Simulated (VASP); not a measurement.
# Na (Pm-3m) in VASP: a series of runs

Na is run at these levels: LDA; tasks: single point.

Program: VASP 6.6.1. These are calculated values, not measurements. Logs are shortened: lines on timing, memory, paths and dates and some standing lists are left out, and cuts for length are marked.

## (1) The cell of the first run

Symmetry: Pm-3m, No. 221, cubic system. Conventional cell: a = 3.162 Å, b = 3.162 Å, c = 3.162 Å, α = 90.00°, β = 90.00°, γ = 90.00°. Na (site symmetry m-3m) has 6 Na at 3.16 Å within 4.2 Å.

## (2) Single point, LDA (volume scaled by 0.88)

Contents of INCAR:

```
SYSTEM = Na
PREC     = Accurate       ! precision mode
ENCUT    = 520            ! plane-wave cutoff, eV
EDIFF    = 1E-6           ! SCF threshold, eV
ISMEAR   = -1             ! smearing method
SIGMA    = 0.1            ! smearing width, eV
LREAL    = .False.        ! projectors in reciprocal space
LASPH    = .True.         ! aspherical terms in the spheres
NELM     = 60             ! most SCF steps
ALGO     = Normal         ! electronic algorithm
ISIF     = 2              ! what is computed and relaxed
LWAVE    = .False.        ! write WAVECAR
LCHARG   = .True.         ! write CHGCAR
GGA      = CA             ! functional
LELF     = .True.         ! ELF
LVHAR    = .True.       
NBANDS   = 10             ! bands
```

Contents of KPOINTS:

```
Automatic mesh
0
Gamma
  11 11 11
  0 0 0
```

Contents of POSCAR:

```
Na
1.0
    3.1618549708      0.0000000000      0.0000000000
    0.0000000000      3.1618549708      0.0000000000
    0.0000000000      0.0000000000      3.1618549708
Na
1
Direct
    0.0000000000      0.0000000000      0.0000000000
```

Potentials or basis: VASP PAW LDA potentials, release 64 (Na_pv).

On the command line:

```sh
cat potpaw_LDA.64/Na_pv/POTCAR > POTCAR
mpirun -np 1 vasp_std > vasp.out
```

OUTCAR:

```text
SYSTEM = Na
   PREC = Accurate
   ENCUT = 520
   EDIFF = 1E-6
   ISMEAR = -1
   LREAL = .False.
   LASPH = .True.
   NELM = 60
   ISIF = 2
   GGA = CA

 ion  position               nearest neighbor table
   1  0.000  0.000  0.000-

  LATTYP: Found a simple cubic cell.
 ALAT       =     3.1618549708

  Lattice vectors:

 A1 = (   3.1618549708,   0.0000000000,   0.0000000000)
 A2 = (   0.0000000000,   3.1618549708,   0.0000000000)
 A3 = (   0.0000000000,   0.0000000000,   3.1618549708)

Analysis of symmetry for initial positions (statically):
=====================================================================
 Subroutine PRICEL returns:
 Original cell was already a primitive cell.

 Routine SETGRP: Setting up the symmetry group for a
 simple cubic supercell.

 Subroutine GETGRP returns: Found 48 space group operations
 (whereof 48 operations were pure point group operations)
 out of a pool of 48 trial point group operations.

The static configuration has the point symmetry O_h .

Analysis of symmetry for dynamics (positions and initial velocities):
=====================================================================
 Subroutine PRICEL returns:
 Original cell was already a primitive cell.

 Routine SETGRP: Setting up the symmetry group for a
 simple cubic supercell.

 Subroutine GETGRP returns: Found 48 space group operations
 (whereof 48 operations were pure point group operations)
 out of a pool of 48 trial point group operations.

The dynamic configuration has the point symmetry O_h .

 Subroutine INISYM returns: Found 48 space group operations
 (whereof 48 operations are pure point group operations),
 and found     1 'primitive' translations

----------------------------------------------------------------------------------------

                                     Primitive cell

  volume of cell :      31.6101

  direct lattice vectors                    reciprocal lattice vectors
     3.161854971  0.000000000  0.000000000     0.316270041  0.000000000  0.000000000
     0.000000000  3.161854971  0.000000000     0.000000000  0.316270041  0.000000000
     0.000000000  0.000000000  3.161854971     0.000000000  0.000000000  0.316270041

  length of vectors
     3.161854971  3.161854971  3.161854971     0.316270041  0.316270041  0.316270041

  position of ions in fractional coordinates (direct lattice)
     0.000000000  0.000000000  0.000000000

[... 73 lines left out ...]
   ENCUT  =  520.0 eV  38.22 Ry    6.18 a.u.   5.88  5.88  5.88*2*pi/ulx,y,z
   NELM   =     60;   NELMIN=  2; NELMDL= -5     # of ELM steps
   EDIFF  = 0.1E-05   stopping-criterion for ELM
   LREAL  =      F    real-space projection
   EDIFFG = 0.1E-04   stopping-criterion for IOM
   NSW    =      0    number of steps for IOM
   IBRION =     -1    ionic relax: 0-MD 1-quasi-New 2-CG
   NFREE  =      0    steps in history (QN), initial steepest desc. (CG)
   ISIF   =      2    stress and relaxation
   ISYM   =      2    0-nonsym 1-usesym 2-fastsym
   POTIM  = 0.5000    time-step for ionic-motion
   TEBEG  =    0.0;   TEEND  =   0.0 temperature during run
   PSTRESS=    0.0 pullay stress
   NELECT =       7.0000    total number of electrons
   NUPDOWN=      -1.0000    fix difference up-down
   EMIN   =  10.00;   EMAX   =-10.00  energy-range for DOS
   EFERMI =   0.00;   METHOD = LEGACY
   ISMEAR =    -1;   SIGMA  =   0.10  broadening in eV -4-tet -1-fermi 0-gaus
   EFERMI_NEDOS =   21; number of points for ismear=-14 and -15
   IALGO  =     38    algorithm
   IMIX   =      4    mixing-type and parameters
     AMIX     =   0.40;   BMIX     =  1.00
     AMIX_MAG =   1.60;   BMIX_MAG =  1.00
  volume/ion in A,a.u.               =      31.61       213.32
  Fermi-wavevector in a.u.,A,eV,Ry     =   0.990449  1.871678 13.347176  0.980990
  Thomas-Fermi vector in A             =   2.122120
   LORBIT       =      0    0 simple, 1 ext, 2 COOP (PROOUT), +10 PAW based schemes
   GGA     = CA    functional components
   LHFCALC =     F    Hartree Fock is set to
   AEXX    =    0.0000 exact exchange contribution
   IVDW    =     0    specifies the selected vdW correction
   LEPSILON=     F    determine dielectric tensor
   LRPA    =     F    only Hartree local field effects (RPA)
 non-spin polarized calculation
  energy-cutoff  :      520.00
  volume of cell :       31.61
 maximum number of plane-waves:       874
 NGX is ok and might be reduce to    24
   NGX = 11   NGY = 11   NGZ = 11

 number of electron       7.0000001 magnetization

 Free energy of the ion-electron system (eV)
  ---------------------------------------------------
  ext. energy  EPLUGINS =         0.00000000
  ---------------------------------------------------
  free energy    TOTEN  =        -1.32570578 eV

  energy without entropy =       -1.31045748  energy(sigma->0) =       -1.31808163

 E-fermi :   0.6467     XC(G=0):  -7.1842

 val. band max:        0.6419970429   @ k =   0.3636   0.2727   0.1818
 cond. band min:       0.7508936796   @ k =   0.4545   0.1818   0.0909
 fundamental gap:      0.1088966367
 Fermi energy:         0.6466840819

 k-point     1 :       0.0000    0.0000    0.0000
  band No.  band energies     occupation
      1     -24.3708      2.00000
      2     -24.3708      2.00000
      3     -24.3708      2.00000
      4      -2.9739      2.00000
      5       9.8151      0.00000
      6       9.8151      0.00000
      7      11.6745      0.00000
      8      11.6745      0.00000
      9      11.6745      0.00000
     10      15.2780      0.00000
[... 287 lines left out ...]
 k-point    24 :       0.2727    0.0909    0.0909
  band No.  band energies     occupation
      1     -24.4265      2.00000
      2     -24.3734      2.00000
      3     -24.3725      2.00000
      4      -1.5689      2.00000
      5       4.9791      0.00000
      6       9.3565      0.00000
      7      10.9707      0.00000
      8      14.1603      0.00000
      9      15.9044      0.00000
     10      16.3006      0.00000

 [... further k-points ...]
[... 5 lines left out ...]
  --------------------------------------------------------------------------------------
  -------------------------------------------------------------------------------------
  Total        0.2120041      0.2120041      0.2120041      0.0000000     -0.0000000     -0.0000000
  in kB       10.7455576     10.7455576     10.7455576      0.0000000     -0.0000000     -0.0000000
  external PRESSURE =      10.7455576 kB  Pullay stress =       0.0000000 kB

 VOLUME and BASIS-vectors are now :
 -----------------------------------------------------------------------------
  energy-cutoff  :      520.00
  volume of cell :       31.61
      direct lattice vectors                 reciprocal lattice vectors
     3.161854971  0.000000000  0.000000000     0.316270041  0.000000000  0.000000000
     0.000000000  3.161854971  0.000000000     0.000000000  0.316270041  0.000000000
     0.000000000  0.000000000  3.161854971     0.000000000  0.000000000  0.316270041

 POSITION                                       TOTAL-FORCE (eV/Angst)
 -----------------------------------------------------------------------------------
      0.00000      0.00000      0.00000         0.000000      0.000000      0.000000
 -----------------------------------------------------------------------------------
    total drift:                                0.000000     -0.000000      0.000000

  FREE ENERGIE OF THE ION-ELECTRON SYSTEM (eV)
  ---------------------------------------------------
  free  energy   TOTEN  =        -1.3257057846 eV

  energy  without entropy=       -1.3104574768  energy(sigma->0) =       -1.31808163
```

stdout:

```text
POSCAR found type information on POSCAR Na
 POSCAR found :  1 types and       1 ions
 scaLAPACK will be used
 LDA part: xc-table for (Slater(with rela. corr.)+CA(PZ))
 , standard interpolation
 POSCAR, INCAR and KPOINTS ok, starting setup
 FFT: planning ... GRIDC
 FFT: planning ... GRID_SOFT
 FFT: planning ... GRID
 WAVECAR not read
 entering main loop
```

Run time: 5.5 s. Hardware: 1 thread of Intel Xeon Platinum 8259CL at 2.50GHz (Skylake/Cascade Lake), shared host; peak memory 0.13 GiB.

Results:

| Property | Result |
| --- | --- |
| Free energy | -1.3257 eV |
| Pressure | 1.1 GPa |

Levels at points of the mesh, in eV from the Fermi level:
| k point | band 2 | band 3 | band 4 | band 5 | band 6 | band 7 |
| --- | --- | --- | --- | --- | --- | --- |
| (0.00, 0.00, 0.00) | -25.02 | -25.02 | -3.62 | 9.17 | 9.17 | 11.03 |

## (3) Single point, LDA (volume scaled by 0.92)

Contents of INCAR:

```
SYSTEM = Na
PREC = Accurate
ENCUT = 520
EDIFF = 1E-6
ISMEAR = -1
SIGMA = 0.1
LREAL = .FALSE.
LASPH = .TRUE.
NELM = 100
ALGO = Normal
ISIF = 2
LWAVE = .FALSE.
LCHARG = .FALSE.
NBANDS = 10
```

Contents of KPOINTS:

```
regular mesh
0
G
  11 11 11
  0 0 0
```

Contents of POSCAR:

```
Na
1.0
    3.2090537945      0.0000000000      0.0000000000
    0.0000000000      3.2090537945      0.0000000000
    0.0000000000      0.0000000000      3.2090537945
Na
1
Direct
    0.0000000000      0.0000000000      0.0000000000
```

Potentials or basis: VASP PAW LDA potentials, release 64 (Na_pv).

On the command line:

```sh
cat potpaw_LDA.64/Na_pv/POTCAR > POTCAR
mpirun -np 1 vasp_std > vasp.out
```

It took 5 s on 1 thread of Intel Xeon Platinum 8259CL at 2.50GHz (Skylake/Cascade Lake), shared host; peak memory 0.13 GiB.

It converged, with:

```yaml
Free_energy: -1.3336 eV
Pressure: 0.6 GPa
```

Levels at points of the mesh, in eV from the Fermi level:
```csv
k point,band 2,band 3,band 4,band 5,band 6,band 7
"(0.00, 0.00, 0.00)",-25.03,-25.03,-3.52,8.97,8.97,10.70
```
